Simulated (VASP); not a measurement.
# Ag in VASP: a series of runs

Runs on Ag. Level: r2SCAN. Tasks: single point.

Program: VASP 6.6.1. These are calculated values, not measurements. Logs are shortened: lines on timing, memory, paths and dates and some standing lists are left out, and cuts for length are marked.

### 1 The cell of the first run

The typed cell holds 6 atoms: a = 4.616 Å, b = 4.616 Å, c = 5.669 Å, α = 90.00°, β = 90.00°, γ = 120.00°.

This isn't the form of Ag at room conditions, which is fcc.

### 2 Single point, r2SCAN

Contents of POSCAR:

```
Ag
1.0
    0.0000000000      3.2641592117     -3.2641592117
    3.2641592117     -3.2641592117      0.0000000000
   -3.2730755939     -3.2730755939     -3.2730755939
Ag
6
Direct
    0.6666666667      0.3333333333      0.8333333333
    0.3333333333      0.6666666667      0.6666666667
    0.0000000000      0.0000000000      0.5000000000
    0.6666666667      0.3333333333      0.3333333333
    0.3333333333      0.6666666667      0.1666666667
    0.0000000000      0.0000000000      0.0000000000
```

Contents of INCAR.step1:

```
PREC = Accurate
ENCUT = 520
ISMEAR = 0
SIGMA = 0.1
LREAL = False
LASPH = True
NELM = 80
NBANDS = 42
GGA = PE
ALGO = Normal
EDIFF = 1E-4
LWAVE = True
LCHARG = False
```

Contents of INCAR.step2:

```
PREC = Accurate
ENCUT = 520
EDIFF = 1E-6
ISMEAR = 0
SIGMA = 0.1
LREAL = False
LASPH = True
NELM = 80
ALGO = Normal
ISIF = 2
LWAVE = False
LCHARG = False
METAGGA = R2SCAN
LMIXTAU = True
NBANDS = 42
ISTART = 1
```

Contents of KPOINTS:

```
Automatic mesh
0
Gamma
  12 12 6
```

Potentials or basis: VASP PAW PBE potentials, release 64 (Ag).

Launch:

```
> cat potpaw_PBE.64/Ag/POTCAR > POTCAR
> cp INCAR.step1 INCAR
> mpirun -np 1 vasp_std > vasp.out
> cp INCAR.step2 INCAR
> mpirun -np 1 vasp_std > vasp.out
```

OUTCAR:

```text
PREC = Accurate
   ENCUT = 520
   EDIFF = 1E-6
   ISMEAR = 0
   LREAL = False
   LASPH = True
   NELM = 80
   ISIF = 2
   METAGGA = R2SCAN
   ISTART = 1

 ion  position               nearest neighbor table
   1  0.667  0.333  0.833-   2 2.83   2 2.83   6 2.83   6 2.83   6 2.83   2 2.83   4 2.83   4 2.83
                             3 3.27   3 3.27   3 3.27   5 3.27   5 3.27   5 3.27
   2  0.333  0.667  0.667-   1 2.83   1 2.83   3 2.83   3 2.83   3 2.83   1 2.83   5 2.83   5 2.83
                             6 3.27   6 3.27   6 3.27   4 3.27   4 3.27   4 3.27
   3  0.000  0.000  0.500-   2 2.83   4 2.83   4 2.83   2 2.83   4 2.83   2 2.83   6 2.83   6 2.83
                             1 3.27   5 3.27   1 3.27   1 3.27   5 3.27   5 3.27
   4  0.667  0.333  0.333-   5 2.83   5 2.83   3 2.83   3 2.83   3 2.83   5 2.83   1 2.83   1 2.83
                             6 3.27   6 3.27   6 3.27   2 3.27   2 3.27   2 3.27
   5  0.333  0.667  0.167-   4 2.83   4 2.83   6 2.83   6 2.83   6 2.83   4 2.83   2 2.83   2 2.83
                             3 3.27   3 3.27   3 3.27   1 3.27   1 3.27   1 3.27
   6  0.000  0.000  0.000-   1 2.83   5 2.83   1 2.83   5 2.83   1 2.83   5 2.83   3 2.83   3 2.83
                             2 3.27   4 3.27   2 3.27   4 3.27   2 3.27   4 3.27

  LATTYP: Found a hexagonal cell.
 ALAT       =     4.6162182269
 C/A-ratio  =     1.2280903863

  Lattice vectors:

 A1 = (   0.0000000000,   3.2641592117,  -3.2641592117)
 A2 = (   3.2641592117,  -3.2641592117,   0.0000000000)
 A3 = (  -3.2730755939,  -3.2730755939,  -3.2730755939)

Analysis of symmetry for initial positions (statically):
=====================================================================
 Subroutine PRICEL returns following result:

  LATTYP: Found a trigonal (rhomboedric) cell.
 ALAT       =     2.8277038197
 COS(alpha) =    -0.3325233568

  Lattice vectors:

 A1 = (  -1.6335656696,   1.6305935418,  -1.6335656696)
 A2 = (   1.6305935421,  -1.6335656699,  -1.6335656696)
 A3 = (  -1.6335656695,  -1.6335656689,   1.6305935422)

   6 primitive cells build up your supercell.

 Routine SETGRP: Setting up the symmetry group for a
 hexagonal supercell.

 Subroutine GETGRP returns: Found 12 space group operations
 (whereof 12 operations were pure point group operations)
 out of a pool of 24 trial point group operations.

The static configuration has the point symmetry D_3d.

Analysis of symmetry for dynamics (positions and initial velocities):
=====================================================================
 Subroutine PRICEL returns following result:

  LATTYP: Found a trigonal (rhomboedric) cell.
 ALAT       =     2.8277038197
 COS(alpha) =    -0.3325233568

  Lattice vectors:

 A1 = (  -1.6335656696,   1.6305935418,  -1.6335656696)
 A2 = (   1.6305935421,  -1.6335656699,  -1.6335656696)
 A3 = (  -1.6335656695,  -1.6335656689,   1.6305935422)

   6 primitive cells build up your supercell.

 Routine SETGRP: Setting up the symmetry group for a
 hexagonal supercell.

 Subroutine GETGRP returns: Found 12 space group operations
 (whereof 12 operations were pure point group operations)
 out of a pool of 24 trial point group operations.

The dynamic configuration has the point symmetry D_3d.

 Subroutine INISYM returns: Found 12 space group operations
 (whereof 12 operations are pure point group operations),
 and found     6 'primitive' translations

----------------------------------------------------------------------------------------

                                     Primitive cell

  volume of cell :      17.4369

  direct lattice vectors                    reciprocal lattice vectors
    -1.633565670  1.630593542 -1.633565670    -0.305801227  0.000556378 -0.305801227
     1.630593542 -1.633565670 -1.633565670     0.000556378 -0.305801227 -0.305801227
    -1.633565670 -1.633565669  1.630593542    -0.305801227 -0.305801227  0.000556378

  length of vectors
     2.827703820  2.827703820  2.827703820     0.432468601  0.432468601  0.432468601

  position of ions in fractional coordinates (direct lattice)
     1.000000000  1.000000000  1.000000000

  ion indices of the primitive-cell ions
   primitive index   ion index
                 1           1

----------------------------------------------------------------------------------------

 KPOINTS: Automatic mesh

Automatic generation of k-mesh.
 Grid dimensions read from file:
 generate k-points for:   12   12    6

 Generating k-lattice:

  Cartesian coordinates                     Fractional coordinates (reciprocal lattice)
     0.008509933  0.008509933 -0.017019867     0.083333333  0.000000000  0.000000000
     0.017019867 -0.008509933 -0.008509933     0.000000000  0.083333333  0.000000000
    -0.016973502 -0.016973502 -0.016973502     0.000000000  0.000000000  0.166666667

  Length of vectors
     0.020844995  0.020844995  0.029398968

  Shift w.r.t. Gamma in fractional coordinates (k-lattice)
     0.000000000  0.000000000  0.000000000

 Subroutine IBZKPT returns following result:
 ===========================================

 Found    100 irreducible k-points:

 Following reciprocal coordinates:
            Coordinates               Weight
  0.000000  0.000000  0.000000      1.000000
  0.083333  0.000000  0.000000      6.000000
  0.166667  0.000000  0.000000      6.000000
  0.250000  0.000000  0.000000      6.000000
  0.333333  0.000000  0.000000      6.000000
  0.416667  0.000000  0.000000      6.000000
[... 16 lines left out ...]
  0.166667  0.000000  0.166667      6.000000
  0.000000  0.166667  0.166667      6.000000
 [... further k-points ...]
   k-points           NKPTS =    100   k-points in BZ     NKDIM =    100   number of bands    NBANDS=     42
   number of dos      NEDOS =    301   number of ions     NIONS =      6
   total plane-waves  NPLWV =  54432
   dimension x,y,z NGX =    36 NGY =   36 NGZ =   42
   dimension x,y,z NGXF=    72 NGYF=   72 NGZF=   84
   ions per type =               6
   NGX,Y,Z   is equivalent  to a cutoff of  12.96, 12.96, 12.32 a.u.
   NGXF,Y,Z  is equivalent  to a cutoff of  25.93, 25.93, 24.63 a.u.
 SYSTEM =  unknown system
   PREC   = accura    normal or accurate (medium, high low for compatibility)
   ISTART =      1    job   : 0-new  1-cont  2-samecut
   ICHARG =      0    charge: 1-file 2-atom 10-const
   ISPIN  =      1    spin polarized calculation?
   LNONCOLLINEAR =      F non collinear calculations
   LSORBIT =      F    spin-orbit coupling
   LASPH  =      T    aspherical Exc in radial PAW
   ENCUT  =  520.0 eV  38.22 Ry    6.18 a.u.   8.58  8.58 10.54*2*pi/ulx,y,z
   NELM   =     80;   NELMIN=  2; NELMDL=  0     # of ELM steps
   EDIFF  = 0.1E-05   stopping-criterion for ELM
   LREAL  =      F    real-space projection
   EDIFFG = 0.1E-04   stopping-criterion for IOM
   NSW    =      0    number of steps for IOM
   IBRION =     -1    ionic relax: 0-MD 1-quasi-New 2-CG
   NFREE  =      0    steps in history (QN), initial steepest desc. (CG)
   ISIF   =      2    stress and relaxation
   ISYM   =      2    0-nonsym 1-usesym 2-fastsym
   POTIM  = 0.5000    time-step for ionic-motion
   TEBEG  =    0.0;   TEEND  =   0.0 temperature during run
   PSTRESS=    0.0 pullay stress
   NELECT =      66.0000    total number of electrons
   NUPDOWN=      -1.0000    fix difference up-down
   EMIN   =  10.00;   EMAX   =-10.00  energy-range for DOS
   EFERMI =   0.00;   METHOD = LEGACY
   ISMEAR =     0;   SIGMA  =   0.10  broadening in eV -4-tet -1-fermi 0-gaus
   EFERMI_NEDOS =   21; number of points for ismear=-14 and -15
   IALGO  =     38    algorithm
   IMIX   =      4    mixing-type and parameters
     AMIX     =   0.40;   BMIX     =  1.00
     AMIX_MAG =   1.60;   BMIX_MAG =  1.00
  volume/ion in A,a.u.               =      17.44       117.67
  Fermi-wavevector in a.u.,A,eV,Ry     =   1.404051  2.653271 26.821963  1.971359
  Thomas-Fermi vector in A             =   2.526651
   LORBIT       =      0    0 simple, 1 ext, 2 COOP (PROOUT), +10 PAW based schemes
   METAGGA = R2SCAN    functional components
   LHFCALC =     F    Hartree Fock is set to
   AEXX    =    0.0000 exact exchange contribution
   IVDW    =     0    specifies the selected vdW correction
   LEPSILON=     F    determine dielectric tensor
   LRPA    =     F    only Hartree local field effects (RPA)
 non-spin polarized calculation
 Gauss-broadening in eV      SIGMA  =   0.10
  energy-cutoff  :      520.00
  volume of cell :      104.62
 maximum number of plane-waves:      2854
 NGX is ok and might be reduce to    36
   NGX = 17   NGY = 17   NGZ = 21

 number of electron      66.0000019 magnetization

 Free energy of the ion-electron system (eV)
  ---------------------------------------------------
  ext. energy  EPLUGINS =         0.00000000
  ---------------------------------------------------
  free energy    TOTEN  =      -127.92192884 eV

  energy without entropy =     -127.90892979  energy(sigma->0) =     -127.91542932

 E-fermi :   8.1729     XC(G=0): -12.8096

 val. band max:        8.1588968672   @ k =   0.3333   0.1667   0.3333
 cond. band min:       8.1815478925   @ k =   0.5000   0.0000   0.0000
 fundamental gap:      0.0226510253
 Fermi energy:         8.1728892282

 k-point     1 :       0.0000    0.0000    0.0000
  band No.  band energies     occupation
      1       0.3483      2.00000
      2       1.5440      2.00000
      3       1.5440      2.00000
      4       2.1245      2.00000
      5       2.1245      2.00000
      6       2.4011      2.00000
[... 34 lines left out ...]
     41      15.3083      0.00000
     42      15.3178      0.00000

 k-point     2 :       0.0833    0.0000    0.0000
  band No.  band energies     occupation
      1       0.4266      2.00000
      2       1.5761      2.00000
      3       1.5823      2.00000
      4       2.1060      2.00000
      5       2.1160      2.00000
      6       2.2568      2.00000
[... 34 lines left out ...]
     41      15.3294      0.00000
     42      15.3314      0.00000

 k-point     3 :       0.1667    0.0000    0.0000
  band No.  band energies     occupation
      1       0.6553      2.00000
      2       1.6696      2.00000
      3       1.6947      2.00000
      4       2.0273      2.00000
      5       2.0959      2.00000
      6       2.1057      2.00000
[... 897 lines left out ...]
      4       2.0389      2.00000
      5       2.1302      2.00000
      6       2.1313      2.00000
[... 34 lines left out ...]
     41      15.6679      0.00000
     42      16.1861      0.00000

 k-point    24 :       0.0000    0.1667    0.1667
  band No.  band energies     occupation
      1       0.7997      2.00000
      2       1.7310      2.00000
      3       1.7655      2.00000
      4       2.0938      2.00000
      5       2.1411      2.00000
      6       2.2032      2.00000
[... 34 lines left out ...]
     41      15.6278      0.00000
     42      15.6350      0.00000

 [... further k-points ...]
[... 5 lines left out ...]
  --------------------------------------------------------------------------------------
  -------------------------------------------------------------------------------------
  Total        0.1255226      0.1255226      0.1255226      0.0141738      0.0141738      0.0141738
  in kB        1.9222615      1.9222615      1.9222615      0.2170585      0.2170585      0.2170585
  external PRESSURE =       1.9222615 kB  Pullay stress =       0.0000000 kB

 VOLUME and BASIS-vectors are now :
 -----------------------------------------------------------------------------
  energy-cutoff  :      520.00
  volume of cell :      104.62
      direct lattice vectors                 reciprocal lattice vectors
     0.000000000  3.264159212 -3.264159212     0.102119202  0.102119202 -0.204238404
     3.264159212 -3.264159212  0.000000000     0.204238404 -0.102119202 -0.102119202
    -3.273075594 -3.273075594 -3.273075594    -0.101841013 -0.101841013 -0.101841013

 POSITION                                       TOTAL-FORCE (eV/Angst)
 -----------------------------------------------------------------------------------
     -1.63951     -1.63951     -4.90367         0.000000     -0.000000      0.000000
     -0.00594     -3.27010     -3.27010        -0.000000     -0.000000      0.000000
     -1.63654     -1.63654     -1.63654         0.000000      0.000000      0.000000
     -0.00297     -0.00297     -3.26713         0.000000      0.000000      0.000000
      1.63059     -1.63357     -1.63357        -0.000000      0.000000     -0.000000
      0.00000      0.00000      0.00000        -0.000000      0.000000      0.000000
 -----------------------------------------------------------------------------------
    total drift:                               -0.000000     -0.000000     -0.000000

  FREE ENERGIE OF THE ION-ELECTRON SYSTEM (eV)
  ---------------------------------------------------
  free  energy   TOTEN  =      -127.9219288437 eV

  energy  without entropy=     -127.9089297910  energy(sigma->0) =     -127.91542932
```

It took 7.9 min on 1 thread of Intel Xeon 6975P-C (Granite Rapids), shared host; peak memory 0.44 GiB.

What came out:

```yaml
Free_energy: -127.9219 eV
Pressure: 0.2 GPa
Band_gap_on_the_k_mesh: zero (bands 33 and 34 overlap by 7.77 eV)
```

Caveat: the PAW data sets were made with another functional, which shifts forces and pressure a little.

### 3 Single point, r2SCAN (biaxial strain in the a-b plane: +1.5 %, then relaxed in part)

Contents of POSCAR:

```
Ag
1.0
    3.3175633235      0.0000000000      0.0000000000
    0.0000000000      3.3175633235      0.0000000000
    0.0000000000      0.0000000000      3.1683576081
Ag
2
Direct
    0.0000000000      0.0000000000      0.0000000000
    0.5000000000      0.5000000000      0.5000000000
```

Contents of INCAR.step1:

```
  ALGO = Normal
  EDIFF = 1E-4
  ENCUT = 520
  GGA = PE
  ISMEAR = 0
  LASPH = True
  LCHARG = False
  LREAL = False
  LWAVE = True
  NBANDS = 18
  NELM = 80
  PREC = Accurate
  SIGMA = 0.1
```

Contents of INCAR.step2:

```
  ALGO = Normal
  EDIFF = 1E-6
  ENCUT = 520
  ISIF = 2
  ISMEAR = 0
  ISTART = 1
  LASPH = True
  LCHARG = True
  LELF = True
  LMIXTAU = True
  LREAL = False
  LVHAR = True
  LWAVE = False
  METAGGA = R2SCAN
  NBANDS = 18
  NELM = 80
  PREC = Accurate
  SIGMA = 0.1
```

Contents of KPOINTS:

```
k-points
0
Gamma
  16 16 16
```

Potentials or basis: VASP PAW PBE potentials, release 64 (Ag).

Launch:

```
> cat potpaw_PBE.64/Ag/POTCAR > POTCAR
> cp INCAR.step1 INCAR
> mpirun -np 1 vasp_std > vasp.out
> cp INCAR.step2 INCAR
> mpirun -np 1 vasp_std > vasp.out
```

It took 6.7 min on 1 thread of Intel Xeon 6975P-C (Granite Rapids), shared host; peak memory 0.32 GiB.

It converged, with:

```yaml
Free_energy: -42.6523 eV
Pressure: 0.0 GPa
Band_gap_on_the_k_mesh: zero (bands 11 and 12 overlap by 8.08 eV)
```

Stress tensor (GPa, compression positive):
```
0.00 0.00 0.00
0.00 0.00 0.00
0.00 0.00 0.13
```

Levels at points of the mesh, in eV from the Fermi level:
| k point | band 7 | band 8 | band 9 | band 10 | band 11 | band 12 | band 13 | band 14 | band 15 | band 16 |
| --- | --- | --- | --- | --- | --- | --- | --- | --- | --- | --- |
| (0.00, 0.00, 0.00) | -4.04 | -3.80 | -3.17 | -3.17 | -3.10 | 6.69 | 6.69 | 8.09 | 12.62 | 13.27 |
| (0.50, 0.00, 0.00) | -4.61 | -4.61 | -4.19 | -4.19 | -2.19 | -2.19 | 12.82 | 12.82 | 14.03 | 14.03 |
| (0.50, 0.50, 0.00) | -3.86 | -3.86 | -2.93 | -2.93 | -0.16 | -0.16 | 3.81 | 3.81 | 14.31 | 14.31 |
| (0.00, 0.00, 0.50) | -4.79 | -4.79 | -4.27 | -4.27 | -1.69 | -1.69 | 13.29 | 13.29 | 13.29 | 13.29 |
| (0.50, 0.00, 0.50) | -3.68 | -3.68 | -2.90 | -2.90 | 0.13 | 0.13 | 4.30 | 4.30 | 13.55 | 13.55 |
| (0.50, 0.50, 0.50) | -3.82 | -3.82 | -3.70 | -3.70 | 5.89 | 5.89 | 6.30 | 6.30 | 6.62 | 6.62 |

Caveat: the cell differs from its parent crystal (biaxial strain in the a-b plane: +1.5 %, then relaxed in part); the PAW data sets were made with another functional, which shifts forces and pressure a little.

The gap in the log of VASP goes by the Fermi energy; the results here count the filled bands.